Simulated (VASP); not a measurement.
# Ti in VASP: a series of runs

Runs on Ti. Level: PBE. Tasks: single point.

Everything below comes from runs of VASP 6.6.1. Logs are shortened: lines on timing, memory, paths and dates and some standing lists are left out, and cuts for length are marked.

### 1 The cell of the first run

The cell holds a cluster in a box, 1 atom: a = 8.500 Å, b = 8.500 Å, c = 8.500 Å, α = 90.00°, β = 90.00°, γ = 90.00°.

### 2 Single point, PBE, collinear spin, ferromagnetic start

The input, INCAR:

```
SYSTEM = Ti
  PREC = Accurate
  ENCUT = 400
  EDIFF = 1E-6
  ISMEAR = -1
  SIGMA = 0.1
  LREAL = .False.
  LASPH = .True.
  NELM = 200
  ALGO = Normal
  ISIF = 2
  LWAVE = .False.
  LCHARG = .False.
  ISPIN = 2
  MAGMOM = 1
  LORBIT = 11
  LMAXMIX = 4
  GGA = PE
  NBANDS = 16
  GGA_COMPAT = .False.
```

The input, KPOINTS:

```
regular mesh
0
Gamma
  1 1 1
  0 0 0
```

The input, POSCAR:

```
Ti
1.0
    8.5000000000      0.0000000000      0.0000000000
    0.0000000000      8.5000000000      0.0000000000
    0.0000000000      0.0000000000      8.5000000000
Ti
1
Direct
    0.0000000000      0.0000000000      0.0000000000
```

Potentials or basis: VASP PAW PBE potentials, release 64 (Ti_sv).

The run is started by

```
$ cat potpaw_PBE.64/Ti_sv/POTCAR > POTCAR
$ mpirun -np 1 vasp_gam > vasp.out
```

OUTCAR:

```text
SYSTEM = Ti
   PREC = Accurate
   ENCUT = 400
   EDIFF = 1E-6
   ISMEAR = -1
   LREAL = .False.
   LASPH = .True.
   NELM = 200
   ISIF = 2
   ISPIN = 2
   LORBIT = 11
   GGA = PE

 ion  position               nearest neighbor table
   1  0.000  0.000  0.000-

  LATTYP: Found a simple cubic cell.
 ALAT       =     8.5000000000

  Lattice vectors:

 A1 = (   8.5000000000,   0.0000000000,   0.0000000000)
 A2 = (   0.0000000000,   8.5000000000,   0.0000000000)
 A3 = (   0.0000000000,   0.0000000000,   8.5000000000)

Analysis of symmetry for initial positions (statically):
=====================================================================
 Subroutine PRICEL returns:
 Original cell was already a primitive cell.

 Routine SETGRP: Setting up the symmetry group for a
 simple cubic supercell.

 Subroutine GETGRP returns: Found 48 space group operations
 (whereof 48 operations were pure point group operations)
 out of a pool of 48 trial point group operations.

The static configuration has the point symmetry O_h .

Analysis of symmetry for dynamics (positions and initial velocities):
=====================================================================
 Subroutine PRICEL returns:
 Original cell was already a primitive cell.

 Routine SETGRP: Setting up the symmetry group for a
 simple cubic supercell.

 Subroutine GETGRP returns: Found 48 space group operations
 (whereof 48 operations were pure point group operations)
 out of a pool of 48 trial point group operations.

The dynamic configuration has the point symmetry O_h .

Analysis of structural, dynamic, and magnetic symmetry:
=====================================================================
 Subroutine PRICEL returns:
 Original cell was already a primitive cell.

 Routine SETGRP: Setting up the symmetry group for a
 simple cubic supercell.

 Subroutine GETGRP returns: Found 48 space group operations
 (whereof 48 operations were pure point group operations)
 out of a pool of 48 trial point group operations.

The overall configuration has the point symmetry O_h .

 Subroutine INISYM returns: Found 48 space group operations
 (whereof 48 operations are pure point group operations),
 and found     1 'primitive' translations

----------------------------------------------------------------------------------------

                                     Primitive cell

  volume of cell :     614.1250

  direct lattice vectors                    reciprocal lattice vectors
     8.500000000  0.000000000  0.000000000     0.117647059  0.000000000  0.000000000
     0.000000000  8.500000000  0.000000000     0.000000000  0.117647059  0.000000000
     0.000000000  0.000000000  8.500000000     0.000000000  0.000000000  0.117647059

  length of vectors
     8.500000000  8.500000000  8.500000000     0.117647059  0.117647059  0.117647059

  position of ions in fractional coordinates (direct lattice)
     0.000000000  0.000000000  0.000000000

  ion indices of the primitive-cell ions
   primitive index   ion index
                 1           1

----------------------------------------------------------------------------------------

 KPOINTS: regular mesh

Automatic generation of k-mesh.
 Grid dimensions read from file:
 generate k-points for:    1    1    1

 Generating k-lattice:

  Cartesian coordinates                     Fractional coordinates (reciprocal lattice)
     0.117647059  0.000000000  0.000000000     1.000000000  0.000000000  0.000000000
     0.000000000  0.117647059  0.000000000     0.000000000  1.000000000  0.000000000
     0.000000000  0.000000000  0.117647059     0.000000000  0.000000000  1.000000000

  Length of vectors
     0.117647059  0.117647059  0.117647059

  Shift w.r.t. Gamma in fractional coordinates (k-lattice)
     0.000000000  0.000000000  0.000000000

 Subroutine IBZKPT returns following result:
 ===========================================

 Found      1 irreducible k-points:

 Following reciprocal coordinates:
            Coordinates               Weight
  0.000000  0.000000  0.000000      1.000000
   k-points           NKPTS =      1   k-points in BZ     NKDIM =      1   number of bands    NBANDS=     16
   number of dos      NEDOS =    301   number of ions     NIONS =      1
   total plane-waves  NPLWV = 175616
   dimension x,y,z NGX =    56 NGY =   56 NGZ =   56
   dimension x,y,z NGXF=   112 NGYF=  112 NGZF=  112
   ions per type =               1
   NGX,Y,Z   is equivalent  to a cutoff of  10.95, 10.95, 10.95 a.u.
   NGXF,Y,Z  is equivalent  to a cutoff of  21.91, 21.91, 21.91 a.u.
 SYSTEM =  Ti
   PREC   = accura    normal or accurate (medium, high low for compatibility)
   ISTART =      0    job   : 0-new  1-cont  2-samecut
   ICHARG =      2    charge: 1-file 2-atom 10-const
   ISPIN  =      2    spin polarized calculation?
   LNONCOLLINEAR =      F non collinear calculations
   LSORBIT =      F    spin-orbit coupling
   LASPH  =      T    aspherical Exc in radial PAW
   ENCUT  =  400.0 eV  29.40 Ry    5.42 a.u.  13.86 13.86 13.86*2*pi/ulx,y,z
   NELM   =    200;   NELMIN=  2; NELMDL= -5     # of ELM steps
   EDIFF  = 0.1E-05   stopping-criterion for ELM
   LREAL  =      F    real-space projection
   EDIFFG = 0.1E-04   stopping-criterion for IOM
   NSW    =      0    number of steps for IOM
   IBRION =     -1    ionic relax: 0-MD 1-quasi-New 2-CG
   NFREE  =      0    steps in history (QN), initial steepest desc. (CG)
   ISIF   =      2    stress and relaxation
   ISYM   =      2    0-nonsym 1-usesym 2-fastsym
   POTIM  = 0.5000    time-step for ionic-motion
   TEBEG  =    0.0;   TEEND  =   0.0 temperature during run
   PSTRESS=    0.0 pullay stress
   NELECT =      12.0000    total number of electrons
   NUPDOWN=      -1.0000    fix difference up-down
   EMIN   =  10.00;   EMAX   =-10.00  energy-range for DOS
   EFERMI =   0.00;   METHOD = LEGACY
   ISMEAR =    -1;   SIGMA  =   0.10  broadening in eV -4-tet -1-fermi 0-gaus
   EFERMI_NEDOS =   21; number of points for ismear=-14 and -15
   IALGO  =     38    algorithm
   IMIX   =      4    mixing-type and parameters
     AMIX     =   0.40;   BMIX     =  1.00
     AMIX_MAG =   1.60;   BMIX_MAG =  1.00
  volume/ion in A,a.u.               =     614.12      4144.32
  Fermi-wavevector in a.u.,A,eV,Ry     =   0.440944  0.833262  2.645397  0.194431
  Thomas-Fermi vector in A             =   1.415942
   LORBIT       =     11    0 simple, 1 ext, 2 COOP (PROOUT), +10 PAW based schemes
   GGA     = PE    functional components
   LHFCALC =     F    Hartree Fock is set to
   AEXX    =    0.0000 exact exchange contribution
   IVDW    =     0    specifies the selected vdW correction
   LEPSILON=     F    determine dielectric tensor
   LRPA    =     F    only Hartree local field effects (RPA)
 spin polarized calculation
  energy-cutoff  :      400.00
  volume of cell :      614.12
 maximum number of plane-waves:      5538
 NGX is ok and might be reduce to    54
   NGX = 27   NGY = 27   NGZ = 27

 number of electron      11.9999975 magnetization       2.9232246

 Free energy of the ion-electron system (eV)
  ---------------------------------------------------
  ext. energy  EPLUGINS =         0.00000000
  ---------------------------------------------------
  free energy    TOTEN  =        -2.67751429 eV

  energy without entropy =       -2.46820118  energy(sigma->0) =       -2.57285774

 E-fermi :  -3.0561     XC(G=0):  -1.7933

 val. band max:       -3.0715736471   @ k =   0.0000   0.0000   0.0000
 cond. band min:      -2.8895331455   @ k =   0.0000   0.0000   0.0000
 fundamental gap:      0.1820405016
 Fermi energy:        -3.0561103165

 spin component 1

 k-point     1 :       0.0000    0.0000    0.0000
  band No.  band energies     occupation
      1     -61.0557      1.00000
      2     -37.3711      1.00000
      3     -37.3711      1.00000
      4     -37.3710      1.00000
      5      -4.0452      0.99995
      6      -3.5438      0.99244
      7      -3.5436      0.99242
      8      -2.8895      0.15899
      9      -2.8894      0.15883
     10      -2.8894      0.15878
     11      -0.8958      0.00000
     12      -0.8958      0.00000
     13      -0.8958      0.00000
     14      -0.1331      0.00000
     15       0.9644      0.00000
     16       0.9644      0.00000
 Fermi energy:        -3.0561103165

 spin component 2

 k-point     1 :       0.0000    0.0000    0.0000
  band No.  band energies     occupation
      1     -59.1134      1.00000
      2     -35.4354      1.00000
      3     -35.4354      1.00000
      4     -35.4354      1.00000
      5      -3.0716      0.53858
      6      -1.6361      0.00000
      7      -1.6361      0.00000
      8      -1.6360      0.00000
      9      -1.1091      0.00000
     10      -1.1090      0.00000
     11      -0.2068      0.00000
     12      -0.2068      0.00000
     13      -0.2068      0.00000
     14       0.1107      0.00000
     15       1.3105      0.00000
     16       1.3106      0.00000

------------------------ aborting loop because EDIFF is reached ----------------------------------------

  FORCE on cell =-STRESS in cart. coord.  units (eV):
  Direction    XX          YY          ZZ          XY          YZ          ZX
  --------------------------------------------------------------------------------------
  -------------------------------------------------------------------------------------
  Total       -0.3518181     -0.3518181     -0.3518181     -0.0000000     -0.0000000      0.0000000
  in kB       -0.9178507     -0.9178507     -0.9178507     -0.0000000     -0.0000000      0.0000000
  external PRESSURE =      -0.9178507 kB  Pullay stress =       0.0000000 kB

 VOLUME and BASIS-vectors are now :
 -----------------------------------------------------------------------------
  energy-cutoff  :      400.00
  volume of cell :      614.12
      direct lattice vectors                 reciprocal lattice vectors
     8.500000000  0.000000000  0.000000000     0.117647059  0.000000000  0.000000000
     0.000000000  8.500000000  0.000000000     0.000000000  0.117647059  0.000000000
     0.000000000  0.000000000  8.500000000     0.000000000  0.000000000  0.117647059

 POSITION                                       TOTAL-FORCE (eV/Angst)
 -----------------------------------------------------------------------------------
      0.00000      0.00000      0.00000         0.000000      0.000000      0.000000
 -----------------------------------------------------------------------------------
    total drift:                               -0.000000     -0.000000     -0.000000

  FREE ENERGIE OF THE ION-ELECTRON SYSTEM (eV)
  ---------------------------------------------------
  free  energy   TOTEN  =        -2.6775142923 eV

  energy  without entropy=       -2.4682011812  energy(sigma->0) =       -2.57285774

 total charge

# of ion       s       p       d       tot
------------------------------------------
    1        2.246   5.915   1.962  10.122

 magnetization (x)

# of ion       s       p       d       tot
------------------------------------------
    1        0.099   0.002   1.962   2.063
```

It took 36 s on 1 thread of AMD EPYC 7R13 (Zen 3), shared host; peak memory 0.47 GiB.

What came out:

```
Free energy                                           : -2.6775 eV
Gap between the frontier levels                       : 0.18 eV
Net moment                                            : 2.92 μB per cell
Site moments                                          : Ti +2.06 μB
Valence electrons inside the program's atomic spheres : Ti 10.12
```

Levels at points of the mesh, in eV from the valence-band top:
Spin up:
| k point | band 4 | band 5 | band 6 | band 7 | band 8 | band 9 | band 10 | band 11 |
| --- | --- | --- | --- | --- | --- | --- | --- | --- |
| (0.00, 0.00, 0.00) | -34.30 | -0.97 | -0.47 | -0.47 | 0.18 | 0.18 | 0.18 | 2.18 |
Spin down:
| k point | band 1 | band 2 | band 3 | band 4 | band 5 | band 6 | band 7 | band 8 | band 9 | band 10 |
| --- | --- | --- | --- | --- | --- | --- | --- | --- | --- | --- |
| (0.00, 0.00, 0.00) | -56.04 | -32.36 | -32.36 | -32.36 | 0.00 | 1.44 | 1.44 | 1.44 | 1.96 | 1.96 |

### 3 Single point, PBE, collinear spin, ferromagnetic start

The input, INCAR:

```
SYSTEM = Ti
PREC     = Accurate       ! precision mode
ENCUT    = 400            ! plane-wave cutoff, eV
EDIFF    = 1E-6           ! SCF threshold, eV
ISMEAR   = -1             ! smearing method
SIGMA    = 0.1            ! smearing width, eV
LREAL    = .False.        ! projectors in reciprocal space
LASPH    = .True.         ! aspherical terms in the spheres
NELM     = 200            ! most SCF steps
ALGO     = Normal         ! electronic algorithm
ISIF     = 2              ! what is computed and relaxed
LWAVE    = .False.        ! write WAVECAR
LCHARG   = .False.        ! write CHGCAR
ISPIN    = 2              ! spin polarisation
MAGMOM   = 3.6            ! initial moments
LORBIT   = 11             ! projections on sites
LMAXMIX  = 4              ! l up to which the mixer works
GGA      = PE             ! functional
NBANDS   = 16             ! bands
GGA_COMPAT= .False.
```

KPOINTS is that of step 2.

POSCAR is that of step 2.

Potentials or basis: VASP PAW PBE potentials, release 64 (Ti_sv).

The run is started by

```
$ cat potpaw_PBE.64/Ti_sv/POTCAR > POTCAR
$ mpirun -np 1 vasp_gam > vasp.out
```

It took 34 s on 1 thread of AMD EPYC 7R13 (Zen 3), shared host; peak memory 0.47 GiB.

It converged, with:

| Property | Result |
| --- | --- |
| Free energy | -2.5602 eV |
| Gap between the frontier levels | 0.04 eV |
| Net moment | 3.19 μB per cell |
| Site moments | Ti +2.15 μB |
| Valence electrons inside the program's atomic spheres | Ti 10.17 |

Levels at points of the mesh, in eV from the valence-band top:
Spin up:
```
           k point  band 6  band 7  band 8  band 9  band 10  band 11  band 12  band 13  band 14  band 15
(0.00, 0.00, 0.00)   -0.01   -0.01   -0.01    0.00     0.00     2.02     2.02     2.02     2.76     3.90
```
Spin down:
| k point | band 2 | band 3 | band 4 | band 5 | band 6 | band 7 |
| --- | --- | --- | --- | --- | --- | --- |
| (0.00, 0.00, 0.00) | -32.03 | -32.03 | -32.03 | 0.04 | 1.85 | 1.85 |
